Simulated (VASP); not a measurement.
# MgO (Fm-3m) in VASP: a series of runs

MgO is run at these levels: PBE; tasks: dielectric tensor, G0W0 quasiparticle levels.

Everything below comes from runs of VASP 6.6.1. Logs are shortened: lines on timing, memory, paths and dates and some standing lists are left out, and cuts for length are marked.

## Step 1: The cell of the first run

The structure is cubic, space group Fm-3m (No. 225). Conventional cell: a = 4.204 Å, b = 4.204 Å, c = 4.204 Å, α = 90.00°, β = 90.00°, γ = 90.00°. Within 2.8 Å of Mg (site symmetry m-3m) lie 6 O at 2.10 Å. O (site symmetry m-3m) has 6 Mg at 2.10 Å within 2.8 Å.

## Step 2: Dielectric tensor, PBE

The input, INCAR:

```
SYSTEM = MgO
ALGO = Normal ; EDIFF = 1E-8
ENCUT = 520 ; GGA = PE
ISIF = 2 ; ISMEAR = 0
LASPH = .TRUE. ; LCHARG = .FALSE.
LEPSILON = .TRUE. ; LREAL = .FALSE.
LWAVE = .FALSE. ; NELM = 100
PREC = Accurate ; SIGMA = 0.01
```

The input, KPOINTS:

```
k-points
0
G
  8 8 8
  0 0 0
```

The input, POSCAR:

```
MgO
1.0
    0.0000000000      2.1021674168      2.1021674168
    2.1021674168      0.0000000000      2.1021674168
    2.1021674168      2.1021674168      0.0000000000
Mg O
1 1
Direct
    0.0000000000      0.0000000000      0.0000000000
    0.5000000000      0.5000000000      0.5000000000
```

Potentials or basis: VASP PAW PBE potentials, release 64 (Mg, O).

On the command line:

```bash
cat potpaw_PBE.64/Mg/POTCAR potpaw_PBE.64/O/POTCAR > POTCAR
mpirun -np 1 vasp_std > vasp.out
```

OUTCAR:

```text
SYSTEM = MgO
   EDIFF = 1E-8
   ENCUT = 520
   GGA = PE
   ISIF = 2
   ISMEAR = 0
   LASPH = .TRUE.
   LEPSILON = .TRUE.
   LREAL = .FALSE.
   NELM = 100
   PREC = Accurate

 ion  position               nearest neighbor table
   1  0.000  0.000  0.000-   2 2.10   2 2.10   2 2.10   2 2.10   2 2.10   2 2.10
   2  0.500  0.500  0.500-   1 2.10   1 2.10   1 2.10   1 2.10   1 2.10   1 2.10

  LATTYP: Found a face centered cubic cell.
 ALAT       =     4.2043348336

  Lattice vectors:

 A1 = (   0.0000000000,   2.1021674168,   2.1021674168)
 A2 = (   2.1021674168,   0.0000000000,   2.1021674168)
 A3 = (   2.1021674168,   2.1021674168,   0.0000000000)

Analysis of symmetry for initial positions (statically):
=====================================================================
 Subroutine PRICEL returns:
 Original cell was already a primitive cell.

 Routine SETGRP: Setting up the symmetry group for a
 face centered cubic supercell.

 Subroutine GETGRP returns: Found 48 space group operations
 (whereof 48 operations were pure point group operations)
 out of a pool of 48 trial point group operations.

The static configuration has the point symmetry O_h .

Analysis of symmetry for dynamics (positions and initial velocities):
=====================================================================
 Subroutine PRICEL returns:
 Original cell was already a primitive cell.

 Routine SETGRP: Setting up the symmetry group for a
 face centered cubic supercell.

 Subroutine GETGRP returns: Found 48 space group operations
 (whereof 48 operations were pure point group operations)
 out of a pool of 48 trial point group operations.

The dynamic configuration has the point symmetry O_h .

 Subroutine INISYM returns: Found 48 space group operations
 (whereof 48 operations are pure point group operations),
 and found     1 'primitive' translations

----------------------------------------------------------------------------------------

                                     Primitive cell

  volume of cell :      18.5794

  direct lattice vectors                    reciprocal lattice vectors
     0.000000000  2.102167417  2.102167417    -0.237849753  0.237849753  0.237849753
     2.102167417  0.000000000  2.102167417     0.237849753 -0.237849753  0.237849753
     2.102167417  2.102167417  0.000000000     0.237849753  0.237849753 -0.237849753

  length of vectors
     2.972913671  2.972913671  2.972913671     0.411967856  0.411967856  0.411967856

  position of ions in fractional coordinates (direct lattice)
     0.000000000  0.000000000  0.000000000
     0.500000000  0.500000000  0.500000000

  ion indices of the primitive-cell ions
   primitive index   ion index
                 1           1
                 2           2

----------------------------------------------------------------------------------------

 KPOINTS: k-points

Automatic generation of k-mesh.
 Grid dimensions read from file:
 generate k-points for:    8    8    8

 Generating k-lattice:

  Cartesian coordinates                     Fractional coordinates (reciprocal lattice)
    -0.029731219  0.029731219  0.029731219     0.125000000  0.000000000  0.000000000
     0.029731219 -0.029731219  0.029731219     0.000000000  0.125000000  0.000000000
     0.029731219  0.029731219 -0.029731219     0.000000000  0.000000000  0.125000000

  Length of vectors
     0.051495982  0.051495982  0.051495982

[... 74 lines left out ...]
  volume/ion in A,a.u.               =       9.29        62.69
  Fermi-wavevector in a.u.,A,eV,Ry     =   1.236216  2.336109 20.792816  1.528229
  Thomas-Fermi vector in A             =   2.370833
   LORBIT       =      0    0 simple, 1 ext, 2 COOP (PROOUT), +10 PAW based schemes
   GGA     = PE    functional components
   LHFCALC =     F    Hartree Fock is set to
   AEXX    =    0.0000 exact exchange contribution
   IVDW    =     0    specifies the selected vdW correction
   LEPSILON=     T    determine dielectric tensor
   LRPA    =     F    only Hartree local field effects (RPA)
 non-spin polarized calculation
 Gauss-broadening in eV      SIGMA  =   0.01
  energy-cutoff  :      520.00
  volume of cell :       18.58
 maximum number of plane-waves:       531
 NGX is ok and might be reduce to    24
   NGX = 11   NGY = 11   NGZ = 11

--------------------------------------- Ionic step        1  -------------------------------------------

 number of electron       8.0000004 magnetization

 E-fermi :   3.3451     XC(G=0): -11.1048

 val. band max:        3.2284272192   @ k =   0.0000   0.0000   0.0000
 cond. band min:       8.0086885179   @ k =   0.0000   0.0000   0.0000
 fundamental gap:      4.7802612987
 Fermi energy:         3.3451077808

 k-point     1 :       0.0000    0.0000    0.0000
  band No.  band energies     occupation
      1     -14.0634      2.00000
      2       3.2284      2.00000
      3       3.2284      2.00000
      4       3.2284      2.00000
      5       8.0087      0.00000
      6      19.0594      0.00000
      7      19.0594      0.00000
      8      19.0594      0.00000
[... 243 lines left out ...]
 k-point    24 :      -0.3750    0.2500    0.1250
  band No.  band energies     occupation
      1     -12.6132      2.00000
      2      -0.7926      2.00000
      3       1.2822      2.00000
      4       2.2348      2.00000
      5      12.9400      0.00000
      6      15.4813      0.00000
      7      16.7782      0.00000
      8      20.1945      0.00000

 [... further k-points ...]

  FORCE on cell =-STRESS in cart. coord.  units (eV):
  Direction    XX          YY          ZZ          XY          YZ          ZX
  --------------------------------------------------------------------------------------
  -------------------------------------------------------------------------------------
  Total        0.5681461      0.5681461      0.5681461     -0.0000000     -0.0000000      0.0000000
  in kB       48.9935309     48.9935309     48.9935309     -0.0000000     -0.0000000      0.0000000
  external PRESSURE =      48.9935309 kB  Pullay stress =       0.0000000 kB

 VOLUME and BASIS-vectors are now :
 -----------------------------------------------------------------------------
  energy-cutoff  :      520.00
  volume of cell :       18.58
      direct lattice vectors                 reciprocal lattice vectors
     0.000000000  2.102167417  2.102167417    -0.237849753  0.237849753  0.237849753
     2.102167417  0.000000000  2.102167417     0.237849753 -0.237849753  0.237849753
     2.102167417  2.102167417  0.000000000     0.237849753  0.237849753 -0.237849753

 POSITION                                       TOTAL-FORCE (eV/Angst)
 -----------------------------------------------------------------------------------
      0.00000      0.00000      0.00000        -0.000000     -0.000000     -0.000000
      2.10217      2.10217      2.10217         0.000000      0.000000      0.000000
 -----------------------------------------------------------------------------------
    total drift:                               -0.000000     -0.000000      0.000000

  FREE ENERGIE OF THE ION-ELECTRON SYSTEM (eV)
  ---------------------------------------------------
  free  energy   TOTEN  =       -11.9025542430 eV

  energy  without entropy=      -11.9025542430  energy(sigma->0) =      -11.90255424

 HEAD OF MICROSCOPIC STATIC DIELECTRIC TENSOR (INDEPENDENT PARTICLE, excluding Hartree and local field effects)
 ------------------------------------------------------
           3.190361     0.000000     0.000000
           0.000000     3.190361     0.000000
           0.000000     0.000000     3.190361
 ------------------------------------------------------

 Free energy of the ion-electron system (eV)
  ---------------------------------------------------
  ---------------------------------------------------
  free energy    TOTEN  =        -0.12051012 eV

  energy without entropy =       -0.12051012

------------------------ aborting loop because EDIFF is reached ----------------------------------------

--------------------------------------- Ionic step        2  -------------------------------------------

------------------------ aborting loop because EDIFF is reached ----------------------------------------

--------------------------------------- Ionic step        3  -------------------------------------------

 Free energy of the ion-electron system (eV)
  ---------------------------------------------------
  ---------------------------------------------------
  free energy    TOTEN  =        -0.12051013 eV

  energy without entropy =       -0.12051013

------------------------ aborting loop because EDIFF is reached ----------------------------------------

 PIEZOELECTRIC TENSOR FIELD DIRECTION 3  (e Angst)
 -----------------------------------------------------------------------------
    -0.00012  0.00000  0.00000           ( -0.00001  0.00000  0.00000)
     0.00000 -0.00012  0.00000           (  0.00000 -0.00001  0.00000)
     0.00000  0.00000 -0.00020           (  0.00000  0.00000 -0.00001)

 PIEZOELECTRIC TENSOR FIELD DIRECTION 3  (C/m^2)
 -----------------------------------------------------------------------------
    -0.00011  0.00000  0.00000
     0.00000 -0.00011  0.00000
     0.00000  0.00000 -0.00017

 MACROSCOPIC STATIC DIELECTRIC TENSOR (including local field effects in DFT)
 ------------------------------------------------------
           3.127581     0.000000     0.000000
           0.000000     3.127581     0.000000
          -0.000000     0.000000     3.127581
 ------------------------------------------------------

 PIEZOELECTRIC TENSOR (including local field effects)  for field in x, y, z        (e  Angst)
          XX          YY          ZZ          XY          YZ          ZX
  --------------------------------------------------------------------------------
  x     0.00000     0.00000     0.00000     0.00000     0.00000     0.00000
  y     0.00000     0.00000     0.00000     0.00000     0.00000     0.00000
  z     0.00000     0.00000     0.00000     0.00000     0.00000     0.00000

 PIEZOELECTRIC TENSOR (including local field effects)  for field in x, y, z        (C/m^2)
          XX          YY          ZZ          XY          YZ          ZX
  --------------------------------------------------------------------------------
  x     0.00000     0.00000     0.00000     0.00000     0.00000     0.00000
  y     0.00000     0.00000     0.00000     0.00000     0.00000     0.00000
  z     0.00000     0.00000     0.00000     0.00000     0.00000     0.00000

 BORN EFFECTIVE CHARGES (including local field effects) (in |e|, cummulative output)
 ---------------------------------------------------------------------------------
 ion    1
    1     1.96706    -0.00000     0.00000
    2     0.00000     1.96706     0.00000
    3    -0.00000     0.00000     1.96706
 ion    2
    1    -1.96706     0.00000    -0.00000
    2    -0.00000    -1.96706    -0.00000
    3     0.00000    -0.00000    -1.96706
```

Wall time 58 s (1 thread of AMD EPYC 9R45 (Zen 5), shared host); peak memory 0.12 GiB.

What came out:

* Band gap on the k mesh: 4.78 eV, direct
* Electronic dielectric tensor (diagonal): 3.13
* Born charges (mean of the diagonal): Mg +1.97; O -1.97 e

Electronic dielectric tensor:
```
3.13 0.00 0.00
0.00 3.13 0.00
0.00 0.00 3.13
```

Born effective charge tensors (e):
atom 1, Mg
```
1.97 0.00 0.00
0.00 1.97 0.00
0.00 0.00 1.97
```
atom 2, O
```
-1.97  0.00  0.00
 0.00 -1.97  0.00
 0.00  0.00 -1.97
```

## Step 3: G0W0 quasiparticle levels, PBE

POSCAR is that of step 2.

The input, INCAR.step1:

```
SYSTEM = MgO
  PREC = Accurate
  ENCUT = 500
  EDIFF = 1E-8
  ISMEAR = 0
  SIGMA = 0.01
  LREAL = .FALSE.
  LASPH = .TRUE.
  NELM = 100
  ALGO = Normal
  LWAVE = .TRUE.
  LCHARG = .FALSE.
  GGA = PE
```

The input, INCAR.step2:

```
SYSTEM = MgO
  PREC = Accurate
  ENCUT = 500
  EDIFF = 1E-8
  ISMEAR = 0
  SIGMA = 0.01
  LREAL = .FALSE.
  LASPH = .TRUE.
  NELM = 1
  ALGO = Exact
  LWAVE = .TRUE.
  LCHARG = .FALSE.
  GGA = PE
  NBANDS = 59
  LOPTICS = .TRUE.
  ISTART = 1
```

The input, INCAR.step3:

```
SYSTEM = MgO
  PREC = Accurate
  ENCUT = 500
  EDIFF = 1E-8
  ISMEAR = 0
  SIGMA = 0.01
  LREAL = .FALSE.
  LASPH = .TRUE.
  ALGO = EVGW0
  LWAVE = .FALSE.
  LCHARG = .FALSE.
  GGA = PE
  NELMGW = 1
  NBANDS = 59
  ENCUTGW = 120.0
  NOMEGA = 48
  PRECFOCK = Fast
  ISTART = 1
  NBANDSGW = 12
```

The input, KPOINTS:

```
regular mesh
0
G
  6 6 6
  0 0 0
```

Potentials or basis: VASP PAW PBE potentials, release 64 (Mg_GW, O_GW).

On the command line:

```bash
cat potpaw_PBE.64/Mg_GW/POTCAR potpaw_PBE.64/O_GW/POTCAR > POTCAR
cp INCAR.step1 INCAR
mpirun -np 1 vasp_std > vasp.out
cp INCAR.step2 INCAR
mpirun -np 1 vasp_std > vasp.out
cp INCAR.step3 INCAR
mpirun -np 1 vasp_std > vasp.out
```

OUTCAR:

```text
SYSTEM = MgO
   PREC = Accurate
   ENCUT = 500
   EDIFF = 1E-8
   ISMEAR = 0
   LREAL = .FALSE.
   LASPH = .TRUE.
   GGA = PE
   NELMGW = 1
   ENCUTGW = 120.0
   PRECFOCK = Fast
   ISTART = 1

 ion  position               nearest neighbor table
   1  0.000  0.000  0.000-   2 2.10   2 2.10   2 2.10   2 2.10   2 2.10   2 2.10
   2  0.500  0.500  0.500-   1 2.10   1 2.10   1 2.10   1 2.10   1 2.10   1 2.10

  LATTYP: Found a face centered cubic cell.
 ALAT       =     4.2043348336

  Lattice vectors:

 A1 = (   0.0000000000,   2.1021674168,   2.1021674168)
 A2 = (   2.1021674168,   0.0000000000,   2.1021674168)
 A3 = (   2.1021674168,   2.1021674168,   0.0000000000)

Analysis of symmetry for initial positions (statically):
=====================================================================
 Subroutine PRICEL returns:
 Original cell was already a primitive cell.

[... 156 lines left out ...]
   NELMHF              =     1    number of iterations in the inner HF iteration
   NKREDLFX            =     1    NKREDLFY  =   1   NKREDLFZ  =   1
 non-spin polarized calculation
 Gauss-broadening in eV      SIGMA  =   0.01
  energy-cutoff  :      500.00
  volume of cell :       18.58
 maximum number of plane-waves:       489
 NGX is ok and might be reduce to    24
  NGX = 14; NGY = 14; NGZ = 14
   NGX = 11   NGY = 11   NGZ = 11
 maximum number of plane-waves:        64
 NGX is ok and might be reduce to    14

 QP shifts <psi_nk| G(iteration)W_0 |psi_nk>: iteration 1
 for sc-GW calculations column KS-energies equals QP-energies in previous step
 and V_xc(KS)=  KS-energies - (<T + V_ion + V_H > + <T+V_H+V_ion>^1  + <V_x>^1)

 k-point   1 :       0.0000    0.0000    0.0000
  band No.  KS-energies  QP-energies   sigma(KS)   V_xc(KS)     V^pw_x(r,r')   Z            occupation Imag(sigma)

      1     -14.0730     -16.2171     -21.1679     -18.1204     -29.9079       0.7036       2.0000       1.1560
      2       3.2240       2.0148     -21.2737     -19.7386     -25.2493       0.7877       2.0000       0.1018
      3       3.2240       2.0148     -21.2737     -19.7386     -25.2493       0.7877       2.0000       0.1018
      4       3.2240       2.0148     -21.2737     -19.7386     -25.2493       0.7877       2.0000       0.1018
      5       8.0036       9.2571     -10.7212     -12.2124      -7.4508       0.8406       0.0000      -0.0591
      6      19.0622      20.3448      -7.5211      -9.0657      -3.0930       0.8304       0.0000      -0.1185
      7      19.0622      20.3448      -7.5211      -9.0657      -3.0930       0.8304       0.0000      -0.1185
      8      19.0622      20.3448      -7.5211      -9.0657      -3.0930       0.8304       0.0000      -0.1185
      9      22.9940      23.4676      -7.3226      -7.9368      -1.6841       0.7712       0.0000      -0.4830
     10      24.7750      26.3823      -7.9295      -9.8787      -3.2625       0.8246       0.0000      -0.1926
     11      24.7750      26.3823      -7.9295      -9.8787      -3.2625       0.8246       0.0000      -0.1926
     12      27.3734      28.9351      -7.5318      -9.4962      -1.8749       0.7950       0.0000      -0.5007
[... 228 lines left out ...]
      1     -12.4746     -14.6353     -22.7984     -19.8516     -31.3827       0.7333       2.0000       1.0346
      2      -0.3553      -2.1299     -17.9451     -15.6376     -22.1191       0.7691       2.0000       0.1335
      3       0.9695      -0.6376     -18.9854     -16.9199     -23.0483       0.7781       2.0000       0.1167
      4       1.5457       0.0481     -19.6080     -17.6869     -23.6734       0.7796       2.0000       0.1120
      5      13.8030      15.1508      -9.3536     -10.9763      -5.3931       0.8307       0.0000      -0.0847
      6      14.6957      16.3286      -8.7772     -10.7349      -4.7697       0.8341       0.0000      -0.0835
      7      15.7512      17.5693     -11.9116     -14.2124      -7.5621       0.7902       0.0000      -0.1139
      8      19.7551      21.3671      -9.0855     -11.0966      -4.1669       0.8016       0.0000      -0.1952
      9      23.4294      25.0191      -9.3099     -11.3410      -3.8255       0.7827       0.0000      -0.3526
     10      27.9146      29.2199      -7.8827      -9.4888      -2.3591       0.8128       0.0000      -0.6047
     11      29.4855      31.4856      -8.7647     -11.1275      -3.5729       0.8465       0.0000      -0.6409
     12      31.6609      33.7402      -9.3885     -11.8380      -3.7437       0.8488       0.0000      -0.8509
```

OUTCAR.step1:

```text
SYSTEM = MgO
   PREC = Accurate
   ENCUT = 500
   EDIFF = 1E-8
   ISMEAR = 0
   LREAL = .FALSE.
   LASPH = .TRUE.
[... 386 lines left out ...]
      0.00000      0.00000      0.00000        -0.000000      0.000000     -0.000000
      2.10217      2.10217      2.10217         0.000000     -0.000000      0.000000
 -----------------------------------------------------------------------------------
    total drift:                               -0.000000     -0.000000      0.000000

  FREE ENERGIE OF THE ION-ELECTRON SYSTEM (eV)
  ---------------------------------------------------
  free  energy   TOTEN  =       -11.9271257124 eV

  energy  without entropy=      -11.9271257124  energy(sigma->0) =      -11.92712571
```

OUTCAR.step2:

```text
SYSTEM = MgO
   PREC = Accurate
   ENCUT = 500
   EDIFF = 1E-8
[... 850 lines left out ...]
  --------------------------------------------------------------------------------------------------------------
     0.00000     3.21422     3.21422     3.21422    -0.00000    -0.00000     0.00000
     1.57726     3.27144     3.27144     3.27144    -0.00000    -0.00000     0.00000
     3.15451     3.48950     3.48950     3.48950    -0.00000    -0.00000     0.00000
     4.73177     3.72970     3.72970     3.72970    -0.00000    -0.00000     0.00000
     6.30902     4.16858     4.16858     4.16858    -0.00000    -0.00000     0.00000
     7.88628     6.07694     6.07694     6.07694    -0.00000    -0.00000     0.00000
[... 92 lines left out ...]
   154.57100     0.97581     0.97581     0.97581     0.00000     0.00000    -0.00000
   156.14825     0.97635     0.97635     0.97635     0.00000     0.00000    -0.00000
```

Wall time 4 min (1 thread of Intel Xeon 8259CL, shared host); peak memory 0.28 GiB.

What came out:

* Band gap on the k mesh, mean-field level: 4.78 eV, direct
* Quasiparticle gap: 7.24 eV
* Least direct quasiparticle gap: 7.24 eV

Caveat: the k points lie up to 0.43 Å⁻¹ apart; the cutoff is under 1.25 times the usual one of these potentials, so pressure, stress and relaxed cells hold a basis-set (Pulay) error; bands, screening cutoff and mesh are small and nothing is extrapolated, so the quasiparticle values aren't converged.
